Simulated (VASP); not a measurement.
# LiZn3 (Fm-3m) in VASP: single point with LDA

Aim: the single point of LiZn3 with LDA.

All numbers are computed with VASP 6.6.1; they aren't measurements. Logs are shortened: lines on timing, memory, paths and dates and some standing lists are left out, and cuts for length are marked.

**1. The cell of the first run**

It takes space group Fm-3m (No. 225, cubic). The conventional cell has a = 6.022 Å, b = 6.022 Å, c = 6.022 Å, α = 90.00°, β = 90.00°, γ = 90.00°. Within 3.4 Å of Li (site symmetry m-3m) lie 14 Zn at 2.61 to 3.01 Å. Within 3.4 Å of Zn (site symmetry -43m) lie 4 Li at 2.61 Å and 10 Zn at 2.61 to 3.01 Å. Zn (site symmetry m-3m) has 8 Zn at 2.61 Å and 6 Li at 3.01 Å within 3.4 Å.

**2. Single point, LDA**

Input file INCAR:

```
SYSTEM = LiZn3
  PREC = Accurate
  ENCUT = 520
  EDIFF = 1E-6
  ISMEAR = -1
  SIGMA = 0.1
  LREAL = .FALSE.
  LASPH = .TRUE.
  NELM = 100
  ALGO = Normal
  ISIF = 2
  LWAVE = .FALSE.
  LCHARG = .FALSE.
  NBANDS = 28
```

Input file KPOINTS:

```
Automatic mesh
0
G
  7 7 7
  0 0 0
```

Input file POSCAR:

```
LiZn3
1.0
    0.0000000000      3.0111111900      3.0111111900
    3.0111111900      0.0000000000      3.0111111900
    3.0111111900      3.0111111900      0.0000000000
Li Zn
1 3
Direct
    0.0000000000      0.0000000000      0.0000000000
    0.2499999992      0.2499999992      0.2499999992
    0.7499999992      0.7499999992      0.7499999992
    0.5000000000      0.5000000000      0.5000000000
```

Potentials or basis: VASP PAW LDA potentials, release 64 (Li_sv, Zn).

Launch:

```console
$ cat potpaw_LDA.64/Li_sv/POTCAR potpaw_LDA.64/Zn/POTCAR > POTCAR
$ mpirun -np 1 vasp_std > vasp.out
```

OUTCAR:

```text
SYSTEM = LiZn3
   PREC = Accurate
   ENCUT = 520
   EDIFF = 1E-6
   ISMEAR = -1
   LREAL = .FALSE.
   LASPH = .TRUE.
   NELM = 100
   ISIF = 2

 ion  position               nearest neighbor table
   1  0.000  0.000  0.000-   2 2.61   3 2.61   3 2.61   3 2.61   2 2.61   2 2.61   2 2.61   3 2.61

   2  0.250  0.250  0.250-   1 2.61   4 2.61   4 2.61   4 2.61   1 2.61   1 2.61   1 2.61   4 2.61
                             3 3.01   3 3.01   3 3.01   3 3.01   3 3.01   3 3.01
   3  0.750  0.750  0.750-   4 2.61   1 2.61   1 2.61   1 2.61   4 2.61   4 2.61   4 2.61   1 2.61
                             2 3.01   2 3.01   2 3.01   2 3.01   2 3.01   2 3.01
   4  0.500  0.500  0.500-   3 2.61   2 2.61   2 2.61   2 2.61   3 2.61   3 2.61   3 2.61   2 2.61

  LATTYP: Found a face centered cubic cell.
 ALAT       =     6.0222223800

  Lattice vectors:

 A1 = (   0.0000000000,   3.0111111900,   3.0111111900)
 A2 = (   3.0111111900,   0.0000000000,   3.0111111900)
 A3 = (   3.0111111900,   3.0111111900,   0.0000000000)

Analysis of symmetry for initial positions (statically):
=====================================================================
 Subroutine PRICEL returns:
 Original cell was already a primitive cell.

 Routine SETGRP: Setting up the symmetry group for a
 face centered cubic supercell.

 Subroutine GETGRP returns: Found 48 space group operations
 (whereof 48 operations were pure point group operations)
 out of a pool of 48 trial point group operations.

The static configuration has the point symmetry O_h .

Analysis of symmetry for dynamics (positions and initial velocities):
=====================================================================
 Subroutine PRICEL returns:
 Original cell was already a primitive cell.

 Routine SETGRP: Setting up the symmetry group for a
 face centered cubic supercell.

 Subroutine GETGRP returns: Found 48 space group operations
 (whereof 48 operations were pure point group operations)
 out of a pool of 48 trial point group operations.

The dynamic configuration has the point symmetry O_h .

 Subroutine INISYM returns: Found 48 space group operations
 (whereof 48 operations are pure point group operations),
 and found     1 'primitive' translations

----------------------------------------------------------------------------------------

                                     Primitive cell

  volume of cell :      54.6022

  direct lattice vectors                    reciprocal lattice vectors
     0.000000000  3.011111190  3.011111190    -0.166051656  0.166051656  0.166051656
     3.011111190  0.000000000  3.011111190     0.166051656 -0.166051656  0.166051656
     3.011111190  3.011111190  0.000000000     0.166051656  0.166051656 -0.166051656

  length of vectors
     4.258354283  4.258354283  4.258354283     0.287609905  0.287609905  0.287609905

  position of ions in fractional coordinates (direct lattice)
     0.000000000  0.000000000  0.000000000
     0.249999999  0.249999999  0.249999999
     0.749999999  0.749999999  0.749999999
     0.500000000  0.500000000  0.500000000

  ion indices of the primitive-cell ions
   primitive index   ion index
                 1           1
                 2           2
                 3           3
                 4           4

----------------------------------------------------------------------------------------

 KPOINTS: Automatic mesh

Automatic generation of k-mesh.
 Grid dimensions read from file:
 generate k-points for:    7    7    7

 Generating k-lattice:

  Cartesian coordinates                     Fractional coordinates (reciprocal lattice)
    -0.023721665  0.023721665  0.023721665     0.142857143  0.000000000  0.000000000
     0.023721665 -0.023721665  0.023721665     0.000000000  0.142857143  0.000000000
     0.023721665  0.023721665 -0.023721665     0.000000000  0.000000000  0.142857143

  Length of vectors
     0.041087129  0.041087129  0.041087129

  Shift w.r.t. Gamma in fractional coordinates (k-lattice)
     0.000000000  0.000000000  0.000000000

 Subroutine IBZKPT returns following result:
 ===========================================

 Found     20 irreducible k-points:

 Following reciprocal coordinates:
            Coordinates               Weight
  0.000000  0.000000  0.000000      1.000000
  0.142857  0.000000  0.000000      8.000000
  0.285714  0.000000  0.000000      8.000000
  0.428571  0.000000  0.000000      8.000000
  0.142857  0.142857  0.000000      6.000000
  0.285714  0.142857  0.000000     24.000000
[... 12 lines left out ...]
 -0.428571  0.428571  0.142857     24.000000
 -0.285714  0.428571  0.142857     24.000000
   k-points           NKPTS =     20   k-points in BZ     NKDIM =     20   number of bands    NBANDS=     28
   number of dos      NEDOS =    301   number of ions     NIONS =      4
   total plane-waves  NPLWV =  32768
   dimension x,y,z NGX =    32 NGY =   32 NGZ =   32
   dimension x,y,z NGXF=    64 NGYF=   64 NGZF=   64
   ions per type =               1   3
   NGX,Y,Z   is equivalent  to a cutoff of  12.49, 12.49, 12.49 a.u.
   NGXF,Y,Z  is equivalent  to a cutoff of  24.99, 24.99, 24.99 a.u.
 SYSTEM =  LiZn3
   PREC   = accura    normal or accurate (medium, high low for compatibility)
   ISTART =      0    job   : 0-new  1-cont  2-samecut
   ICHARG =      2    charge: 1-file 2-atom 10-const
   ISPIN  =      1    spin polarized calculation?
   LNONCOLLINEAR =      F non collinear calculations
   LSORBIT =      F    spin-orbit coupling
   LASPH  =      T    aspherical Exc in radial PAW
   ENCUT  =  520.0 eV  38.22 Ry    6.18 a.u.   7.92  7.92  7.92*2*pi/ulx,y,z
   NELM   =    100;   NELMIN=  2; NELMDL= -5     # of ELM steps
   EDIFF  = 0.1E-05   stopping-criterion for ELM
   LREAL  =      F    real-space projection
   EDIFFG = 0.1E-04   stopping-criterion for IOM
   NSW    =      0    number of steps for IOM
   IBRION =     -1    ionic relax: 0-MD 1-quasi-New 2-CG
   NFREE  =      0    steps in history (QN), initial steepest desc. (CG)
   ISIF   =      2    stress and relaxation
   ISYM   =      2    0-nonsym 1-usesym 2-fastsym
   POTIM  = 0.5000    time-step for ionic-motion
   TEBEG  =    0.0;   TEEND  =   0.0 temperature during run
   PSTRESS=    0.0 pullay stress
   NELECT =      39.0000    total number of electrons
   NUPDOWN=      -1.0000    fix difference up-down
   EMIN   =  10.00;   EMAX   =-10.00  energy-range for DOS
   EFERMI =   0.00;   METHOD = LEGACY
   ISMEAR =    -1;   SIGMA  =   0.10  broadening in eV -4-tet -1-fermi 0-gaus
   EFERMI_NEDOS =   21; number of points for ismear=-14 and -15
   IALGO  =     38    algorithm
   IMIX   =      4    mixing-type and parameters
     AMIX     =   0.40;   BMIX     =  1.00
     AMIX_MAG =   1.60;   BMIX_MAG =  1.00
  volume/ion in A,a.u.               =      13.65        92.12
  Fermi-wavevector in a.u.,A,eV,Ry     =   1.463388  2.765403 29.136948  2.141505
  Thomas-Fermi vector in A             =   2.579489
   LORBIT       =      0    0 simple, 1 ext, 2 COOP (PROOUT), +10 PAW based schemes
   GGA     = CA    functional components
   LHFCALC =     F    Hartree Fock is set to
   AEXX    =    0.0000 exact exchange contribution
   IVDW    =     0    specifies the selected vdW correction
   LEPSILON=     F    determine dielectric tensor
   LRPA    =     F    only Hartree local field effects (RPA)
 non-spin polarized calculation
  energy-cutoff  :      520.00
  volume of cell :       54.60
 maximum number of plane-waves:      1483
   NGX = 15   NGY = 15   NGZ = 15

 number of electron      39.0000009 magnetization

 Free energy of the ion-electron system (eV)
  ---------------------------------------------------
  ext. energy  EPLUGINS =         0.00000000
  ---------------------------------------------------
  free energy    TOTEN  =        -8.39050955 eV

  energy without entropy =       -8.35468924  energy(sigma->0) =       -8.37259939

 E-fermi :   2.9396     XC(G=0): -11.4810

 val. band max:        2.8868732872   @ k =   0.2857   0.2857   0.0000
 cond. band min:       2.9771578329   @ k =   0.2857   0.1429   0.0000
 fundamental gap:      0.0902845458
 Fermi energy:         2.9395639382

 k-point     1 :       0.0000    0.0000    0.0000
  band No.  band energies     occupation
      1     -42.1391      2.00000
      2      -6.6774      2.00000
      3      -5.1942      2.00000
      4      -5.1942      2.00000
      5      -4.9106      2.00000
      6      -4.9106      2.00000
[... 20 lines left out ...]
     27       8.4010      0.00000
     28       8.7077      0.00000

 k-point     2 :       0.1429    0.0000    0.0000
  band No.  band energies     occupation
      1     -42.1389      2.00000
      2      -6.4508      2.00000
      3      -5.1612      2.00000
      4      -5.1612      2.00000
      5      -5.0114      2.00000
      6      -4.9621      2.00000
[... 20 lines left out ...]
     27       9.1746      0.00000
     28      10.5237      0.00000

 k-point     3 :       0.2857    0.0000    0.0000
  band No.  band energies     occupation
      1     -42.1388      2.00000
      2      -5.8373      2.00000
      3      -5.0683      2.00000
      4      -5.0683      2.00000
      5      -5.0424      2.00000
      6      -5.0056      2.00000
[... 20 lines left out ...]
     27      11.0507      0.00000
     28      14.2019      0.00000

 k-point     4 :       0.4286    0.0000    0.0000
  band No.  band energies     occupation
      1     -42.1387      2.00000
      2      -5.2534      2.00000
      3      -5.0317      2.00000
      4      -5.0317      2.00000
      5      -5.0161      2.00000
      6      -4.9572      2.00000
[... 454 lines left out ...]
     27      13.0844      0.00000
     28      15.4019      0.00000

 k-point    19 :      -0.4286    0.4286    0.1429
  band No.  band energies     occupation
      1     -42.1385      2.00000
      2      -5.2017      2.00000
      3      -5.1880      2.00000
      4      -5.1256      2.00000
      5      -5.0077      2.00000
      6      -4.8434      2.00000
[... 20 lines left out ...]
     27      14.0316      0.00000
     28      14.8883      0.00000

 k-point    20 :      -0.2857    0.4286    0.1429
  band No.  band energies     occupation
      1     -42.1385      2.00000
      2      -5.2120      2.00000
      3      -5.1539      2.00000
      4      -5.0655      2.00000
      5      -5.0020      2.00000
      6      -4.9568      2.00000
[... 20 lines left out ...]
     27      13.3416      0.00000
     28      15.6198      0.00000

------------------------ aborting loop because EDIFF is reached ----------------------------------------

  FORCE on cell =-STRESS in cart. coord.  units (eV):
  Direction    XX          YY          ZZ          XY          YZ          ZX
  --------------------------------------------------------------------------------------
  -------------------------------------------------------------------------------------
  Total       -1.3186714     -1.3186714     -1.3186714      0.0000000      0.0000000     -0.0000000
  in kB      -38.6933927    -38.6933927    -38.6933927      0.0000000      0.0000000     -0.0000000
  external PRESSURE =     -38.6933927 kB  Pullay stress =       0.0000000 kB

 VOLUME and BASIS-vectors are now :
 -----------------------------------------------------------------------------
  energy-cutoff  :      520.00
  volume of cell :       54.60
      direct lattice vectors                 reciprocal lattice vectors
     0.000000000  3.011111190  3.011111190    -0.166051656  0.166051656  0.166051656
     3.011111190  0.000000000  3.011111190     0.166051656 -0.166051656  0.166051656
     3.011111190  3.011111190  0.000000000     0.166051656  0.166051656 -0.166051656

 POSITION                                       TOTAL-FORCE (eV/Angst)
 -----------------------------------------------------------------------------------
      0.00000      0.00000      0.00000        -0.000000     -0.000000      0.000000
      1.50556      1.50556      1.50556        -0.000000     -0.000000     -0.000000
      4.51667      4.51667      4.51667         0.000000      0.000000     -0.000000
      3.01111      3.01111      3.01111         0.000000     -0.000000      0.000000
 -----------------------------------------------------------------------------------
    total drift:                                0.000001      0.000001      0.000001

  FREE ENERGIE OF THE ION-ELECTRON SYSTEM (eV)
  ---------------------------------------------------
  free  energy   TOTEN  =        -8.3905095523 eV

  energy  without entropy=       -8.3546892361  energy(sigma->0) =       -8.37259939
```

Wall time 10 s (1 thread of Intel Xeon 6975P-C (Granite Rapids), shared host); peak memory 0.15 GiB.

What came out:

```
Free energy            : -8.3905 eV
Band gap on the k mesh : zero (an odd number of electrons rules out a gap without spin polarisation)
```

Levels at points of the mesh, in eV from the Fermi level:
```csv
k point,band 16,band 17,band 18,band 19,band 20,band 21,band 22,band 23,band 24,band 25
"(0.00, 0.00, 0.00)",-7.09,-7.09,2.69,2.69,2.69,3.13,3.49,3.49,3.49,5.46
```

Caveat: the cutoff is under 1.25 times the usual one of these potentials, so pressure, stress and relaxed cells hold a basis-set (Pulay) error.
